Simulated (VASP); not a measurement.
# MnHg (P4/mmm) in VASP: further runs

The runs below take MnHg through single point, with PBE.

All numbers are computed with VASP 6.6.1; they aren't measurements. Logs are shortened: lines on timing, memory, paths and dates and some standing lists are left out, and cuts for length are marked.

## Step 1: The cell of the first run

The structure is tetragonal, space group P4/mmm (No. 123). The conventional cell has a = 3.232 Å, b = 3.232 Å, c = 3.257 Å, α = 90.00°, β = 90.00°, γ = 90.00°. Within 3.7 Å of Mn (site symmetry 4/mmm) lie 8 Hg at 2.81 Å and 6 Mn at 3.23 to 3.26 Å. Within 3.7 Å of Hg (site symmetry 4/mmm) lie 8 Mn at 2.81 Å and 6 Hg at 3.23 to 3.26 Å.

## Step 2: Single point, PBE, collinear spin, ferromagnetic start

Contents of INCAR:

```
SYSTEM = MnHg
PREC = Accurate ; ENCUT = 520
EDIFF = 1E-6 ; ISMEAR = -1
SIGMA = 0.1 ; LREAL = .False.
LASPH = .True. ; NELM = 150
ALGO = Normal ; ISIF = 2
LWAVE = .False. ; LCHARG = .False.
ISPIN = 2 ; MAGMOM = 2.8 0
LORBIT = 11 ; LMAXMIX = 4
GGA = PE ; NBANDS = 24
```

Contents of KPOINTS:

```
regular mesh
0
Gamma
  9 9 9
  0 0 0
```

Contents of POSCAR:

```
MnHg
1.0
    3.2322604184      0.0000000000      0.0000000000
    0.0000000000      3.2322604184      0.0000000000
    0.0000000000      0.0000000000      3.2568366077
Mn Hg
1 1
Direct
    0.5000000000      0.5000000000      0.5000000000
    0.0000000000      0.0000000000      0.0000000000
```

Potentials or basis: VASP PAW PBE potentials, release 64 (Mn_pv, Hg).

Started as:

```console
cat potpaw_PBE.64/Mn_pv/POTCAR potpaw_PBE.64/Hg/POTCAR > POTCAR
mpirun -np 1 vasp_std > vasp.out
```

OUTCAR:

```text
SYSTEM = MnHg
   PREC = Accurate
   ENCUT = 520
   EDIFF = 1E-6
   ISMEAR = -1
   LREAL = .False.
   LASPH = .True.
   NELM = 150
   ISIF = 2
   ISPIN = 2
   LORBIT = 11
   GGA = PE

 ion  position               nearest neighbor table
   1  0.500  0.500  0.500-   2 2.81   2 2.81   2 2.81   2 2.81   2 2.81   2 2.81   2 2.81   2 2.81

   2  0.000  0.000  0.000-   1 2.81   1 2.81   1 2.81   1 2.81   1 2.81   1 2.81   1 2.81   1 2.81

  LATTYP: Found a simple tetragonal cell.
 ALAT       =     3.2322604184
 C/A-ratio  =     1.0076034063

  Lattice vectors:

 A1 = (   3.2322604184,   0.0000000000,   0.0000000000)
 A2 = (   0.0000000000,   3.2322604184,   0.0000000000)
 A3 = (   0.0000000000,   0.0000000000,   3.2568366077)

Analysis of symmetry for initial positions (statically):
=====================================================================
 Subroutine PRICEL returns:
 Original cell was already a primitive cell.

 Routine SETGRP: Setting up the symmetry group for a
 simple tetragonal supercell.

 Subroutine GETGRP returns: Found 16 space group operations
 (whereof 16 operations were pure point group operations)
 out of a pool of 16 trial point group operations.

The static configuration has the point symmetry D_4h.

Analysis of symmetry for dynamics (positions and initial velocities):
=====================================================================
 Subroutine PRICEL returns:
 Original cell was already a primitive cell.

 Routine SETGRP: Setting up the symmetry group for a
 simple tetragonal supercell.

 Subroutine GETGRP returns: Found 16 space group operations
 (whereof 16 operations were pure point group operations)
 out of a pool of 16 trial point group operations.

The dynamic configuration has the point symmetry D_4h.

Analysis of structural, dynamic, and magnetic symmetry:
=====================================================================
 Subroutine PRICEL returns:
 Original cell was already a primitive cell.

 Routine SETGRP: Setting up the symmetry group for a
 simple tetragonal supercell.

 Subroutine GETGRP returns: Found 16 space group operations
 (whereof 16 operations were pure point group operations)
 out of a pool of 16 trial point group operations.

The overall configuration has the point symmetry D_4h.

 Subroutine INISYM returns: Found 16 space group operations
 (whereof 16 operations are pure point group operations),
 and found     1 'primitive' translations

[... 115 lines left out ...]
  volume/ion in A,a.u.               =      17.01       114.81
  Fermi-wavevector in a.u.,A,eV,Ry     =   1.477243  2.791585 29.691272  2.182247
  Thomas-Fermi vector in A             =   2.591671
   LORBIT       =     11    0 simple, 1 ext, 2 COOP (PROOUT), +10 PAW based schemes
   GGA     = PE    functional components
   LHFCALC =     F    Hartree Fock is set to
   AEXX    =    0.0000 exact exchange contribution
   IVDW    =     0    specifies the selected vdW correction
   LEPSILON=     F    determine dielectric tensor
   LRPA    =     F    only Hartree local field effects (RPA)
 spin polarized calculation
  energy-cutoff  :      520.00
  volume of cell :       34.03
 maximum number of plane-waves:       931
   NGX = 13   NGY = 13   NGZ = 13

 number of electron      25.0000031 magnetization       3.7185800

 Free energy of the ion-electron system (eV)
  ---------------------------------------------------
  ext. energy  EPLUGINS =         0.00000000
  ---------------------------------------------------
  free energy    TOTEN  =        -8.46084902 eV

  energy without entropy =       -8.40513514  energy(sigma->0) =       -8.43299208

 E-fermi :   6.1264     XC(G=0): -12.0587

 val. band max:        6.1221507053   @ k =   0.1111   0.0000   0.3333
 cond. band min:       6.1274911651   @ k =   0.2222   0.1111   0.3333
 fundamental gap:      0.0053404598
 Fermi energy:         6.1264195012

 spin component 1

 k-point     1 :       0.0000    0.0000    0.0000
  band No.  band energies     occupation
      1     -43.8118      1.00000
      2     -43.8034      1.00000
      3     -43.8034      1.00000
      4      -3.9577      1.00000
      5      -2.4466      1.00000
      6      -2.4343      1.00000
[... 637 lines left out ...]
     23      22.2171      0.00000
     24      26.0927      0.00000

 [... further k-points ...]

 spin component 2

 k-point     1 :       0.0000    0.0000    0.0000
  band No.  band energies     occupation
      1     -39.9469      1.00000
      2     -39.9423      1.00000
      3     -39.9423      1.00000
      4      -3.7551      1.00000
      5      -2.4300      1.00000
      6      -2.4150      1.00000
[... 637 lines left out ...]
     23      22.4672      0.00000
     24      26.4658      0.00000

 [... further k-points ...]

------------------------ aborting loop because EDIFF is reached ----------------------------------------

  FORCE on cell =-STRESS in cart. coord.  units (eV):
  Direction    XX          YY          ZZ          XY          YZ          ZX
  --------------------------------------------------------------------------------------
  -------------------------------------------------------------------------------------
  Total        1.4992507      1.4992507      1.4953608      0.0000000     -0.0000000      0.0000000
  in kB       70.5953636     70.5953636     70.4122021      0.0000000     -0.0000000      0.0000000
  external PRESSURE =      70.5343098 kB  Pullay stress =       0.0000000 kB

 VOLUME and BASIS-vectors are now :
 -----------------------------------------------------------------------------
  energy-cutoff  :      520.00
  volume of cell :       34.03
      direct lattice vectors                 reciprocal lattice vectors
     3.232260418  0.000000000  0.000000000     0.309381012  0.000000000  0.000000000
     0.000000000  3.232260418  0.000000000     0.000000000  0.309381012  0.000000000
     0.000000000  0.000000000  3.256836608     0.000000000  0.000000000  0.307046414

 POSITION                                       TOTAL-FORCE (eV/Angst)
 -----------------------------------------------------------------------------------
      1.61613      1.61613      1.62842         0.000000      0.000000      0.000000
      0.00000      0.00000      0.00000         0.000000      0.000000      0.000000
 -----------------------------------------------------------------------------------
    total drift:                                0.000000      0.000000     -0.000000

  FREE ENERGIE OF THE ION-ELECTRON SYSTEM (eV)
  ---------------------------------------------------
  free  energy   TOTEN  =        -8.4608490189 eV

  energy  without entropy=       -8.4051351369  energy(sigma->0) =       -8.43299208

 total charge

# of ion       s       p       d       tot
------------------------------------------
    1        0.258   6.194   5.023  11.475
    2        0.822   0.568   9.261  10.651
--------------------------------------------------
tot          1.081   6.761  14.283  22.125

 magnetization (x)

# of ion       s       p       d       tot
------------------------------------------
    1        0.024   0.013   3.618   3.656
    2       -0.048  -0.061   0.050  -0.058
--------------------------------------------------
tot         -0.023  -0.047   3.669   3.598
```

Wall time 83 s (1 thread of Oxide Virtual Turin-like, shared host); peak memory 0.18 GiB.

Results:

* Free energy: -8.4608 eV
* Pressure: 7.1 GPa
* Net moment: 3.72 μB per cell
* Site moments: Mn +3.66; Hg -0.06 μB
* Valence electrons inside the program's atomic spheres: Mn 11.47; Hg 10.65

Levels at points of the mesh, in eV from the Fermi level:
Spin up:
```csv
k point,band 12,band 13,band 14,band 15,band 16,band 17
"(0.00, 0.00, 0.00)",-1.83,-1.83,-1.82,5.03,5.25,5.25
```
Spin down:
```
           k point  band 7  band 8  band 9  band 10  band 11  band 12  band 13  band 14  band 15  band 16
(0.00, 0.00, 0.00)   -7.18   -7.18   -7.17     0.26     0.29     1.59     1.59     1.60     5.39     5.61
```

Caveat: spin-orbit coupling is left out, which moves the levels of the heavy elements.

## Step 3: Single point, PBE, collinear spin, ferromagnetic start

This run uses another cell than the first one, of 17.55 Å³/atom, 1.032 times its volume.

Contents of INCAR:

```
PREC = Accurate
ENCUT = 520
EDIFF = 1E-6
ISMEAR = -1
SIGMA = 0.1
LREAL = False
LASPH = True
NELM = 150
ALGO = Normal
ISIF = 2
LWAVE = False
LCHARG = False
ISPIN = 2
MAGMOM = 2.8 0
LORBIT = 11
LMAXMIX = 4
GGA = PE
NBANDS = 24
```

Contents of KPOINTS:

```
Automatic mesh
0
Gamma
  9 9 9
```

Contents of POSCAR:

```
MnHg
1.0
    3.2659322210      0.0000000000      0.0000000000
    0.0000000000      3.2659322210      0.0000000000
    0.0000000000      0.0000000000      3.2907644307
Mn Hg
1 1
Direct
    0.5000000000      0.5000000000      0.5000000000
    0.0000000000      0.0000000000      0.0000000000
```

Potentials or basis: VASP PAW PBE potentials, release 64 (Mn_pv, Hg).

Started as:

```console
cat potpaw_PBE.64/Mn_pv/POTCAR potpaw_PBE.64/Hg/POTCAR > POTCAR
mpirun -np 1 vasp_std > vasp.out
```

Wall time 73 s (1 thread of Oxide Virtual Turin-like, shared host); peak memory 0.19 GiB.

Results (log left out):

* Free energy: -8.4975 eV
* Pressure: 3.8 GPa
* Net moment: 3.78 μB per cell
* Site moments: Mn +3.71; Hg -0.06 μB
* Valence electrons inside the program's atomic spheres: Mn 11.44; Hg 10.62

Levels at points of the mesh, in eV from the Fermi level:
Spin up:
| k point | band 10 | band 11 | band 12 | band 13 | band 14 | band 15 | band 16 | band 17 | band 18 | band 19 |
| --- | --- | --- | --- | --- | --- | --- | --- | --- | --- | --- |
| (0.00, 0.00, 0.00) | -2.83 | -2.81 | -1.92 | -1.92 | -1.92 | 4.89 | 5.11 | 5.11 | 9.13 | 11.47 |
Spin down:
```
           k point  band 7  band 8  band 9  band 10  band 11  band 12  band 13  band 14  band 15  band 16
(0.00, 0.00, 0.00)   -7.14   -7.14   -7.12     0.28     0.30     1.54     1.54     1.56     5.25     5.47
```

Caveat: spin-orbit coupling is left out, which moves the levels of the heavy elements.
